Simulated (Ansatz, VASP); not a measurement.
# Pd: VASP beside Ansatz

```
Pd
1.0
     0.00000    2.93475    2.93475
     2.93475    0.00000    2.93475
     2.93475    2.93475    0.00000
Pd
2
Direct
  0.12500 0.12500 0.12500
  0.87500 0.87500 0.87500
```

Alike in both runs: task single point; functional revPBE; k mesh 15 × 15 × 15; occupations fermi-dirac, width 0.05 eV; collinear spin.

```csv
,VASP,Ansatz
version,VASP 6.6.1,Ansatz 0.2.0
potentials or method,"VASP PAW PBE potentials, release 64 (Pd), cutoff 520 eV","plane waves (420 eV) with PAW, scalar-relativistic"
valence electrons in the cell,20,36
```

```tsv
	VASP	Ansatz	Ansatz less VASP
net moment per atom (μB)	0.00	0.46	+0.460
size of the moment on the site where the two differ most (μB)	0.00	0.45	+0.450
```

The net moments are unlike, so the other rows may belong to different states. VASP's potentials were made for PBE, not for revPBE. Site moments also hang on the region over which each program counts them. VASP's potentials hold 20 valence electrons a cell and Ansatz's 36, so a difference there can come from the potentials and not from the codes. Ansatz's warnings: seeded moment not kept.
